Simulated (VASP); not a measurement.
Crystal: Mg5Te3.

```
Mg Te
1.0
     3.53661    2.04187    4.97831
    -3.53661    2.04187    4.97831
     0.00000   -4.08373    4.97831
Mg Te
5 3
Direct
  0.63281 0.34994 0.63281
  0.63281 0.63281 0.34994
  0.34994 0.63281 0.63281
  0.79698 0.79698 0.79698
  0.95780 0.95780 0.95780
  0.41753 0.11592 0.41753
  0.41753 0.41753 0.11592
  0.11592 0.41753 0.41753
```

| Quantity | Value |
| --- | --- |
| Program | VASP 6.6.1 |
| Task | relaxation of cell and atoms |
| Functional | PBE |
| Potentials or basis | VASP PAW PBE potentials, release 64 (Mg, Te) |
| Cutoff | 600 eV |
| k mesh | 3 × 3 × 3 |
| Occupations | gaussian, width 0.2 eV |
| Spin | no spin polarisation |

At the start: pressure 43.7 GPa; volume 26.96 Å³/atom.

Problem. Where does the relaxation end?

Solution. Over 21 steps the energy falls by 3289.1 meV/atom and the volume is 35.85 Å³/atom (+32.9 %); space group R3m (No. 160, to 0.05 Å).

Step by step:
| step | energy change (eV) | largest force (eV/Å) | pressure (GPa) | volume (Å³) |
| --- | --- | --- | --- | --- |
| 1 | 0.0000 | 33.7933 | 43.74 | 215.70 |
| 2 | -21.2346 | 2.2100 | 0.00 | 513.56 |
| 3 | -21.4893 | 2.0703 | -0.09 | 502.81 |
| 4 | -21.7101 | 1.9608 | -0.17 | 493.04 |
| 5 | -23.9646 | 2.5259 | 0.45 | 339.00 |
| 6 | -24.0211 | 3.1448 | 2.34 | 278.21 |
| 7 | -24.0654 | 2.7218 | 0.99 | 317.34 |
| 8 | -24.1296 | 2.9085 | 1.42 | 300.52 |
| 9 | -24.1215 | 2.8615 | 1.29 | 304.70 |
| 10 | -24.9525 | 2.1106 | -0.83 | 318.00 |
| 11 | -25.3448 | 1.5466 | -2.29 | 332.52 |
| 12 | -25.3957 | 1.3648 | -2.71 | 338.67 |
| 13 | -26.0776 | 0.7775 | -1.38 | 314.17 |
| 14 | -26.1806 | 0.4373 | -0.40 | 302.68 |
| 15 | -26.1806 | 0.4293 | -0.32 | 301.97 |
| 16 | -26.2360 | 0.2571 | -0.11 | 297.84 |
| 17 | -26.2530 | 0.3350 | 0.18 | 293.91 |
| 18 | -26.2749 | 0.2353 | -0.06 | 294.62 |
| 19 | -26.2901 | 0.1178 | -0.50 | 296.04 |
| 20 | -26.3053 | 0.0889 | -0.31 | 291.95 |
| 21 | -26.3127 | 0.0610 | -0.04 | 286.77 |

Final structure:
```yaml
crystal:
  lattice:
    - [4.32878, 2.49923, 4.41780]
    - [-4.32878, 2.49923, 4.41780]
    - [0.00000, -4.99845, 4.41780]
  atoms:
    - { symbol: Mg, position: [0.66031, 0.29067, 0.66031] }
    - { symbol: Mg, position: [0.66031, 0.66031, 0.29067] }
    - { symbol: Mg, position: [0.29067, 0.66031, 0.66031] }
    - { symbol: Mg, position: [0.74725, 0.74725, 0.74725] }
    - { symbol: Mg, position: [0.98379, 0.98379, 0.98379] }
    - { symbol: Te, position: [0.48434, 0.01031, 0.48434] }
    - { symbol: Te, position: [0.48434, 0.48434, 0.01031] }
    - { symbol: Te, position: [0.01031, 0.48434, 0.48434] }
```

Caveat: the k points lie up to 0.32 Å⁻¹ apart in the final cell; the volume moved by over 15 % at a fixed basis, so the end points are rough; the relaxation stopped at a loose force limit of 0.08 eV/Å, so its end isn't a converged minimum.
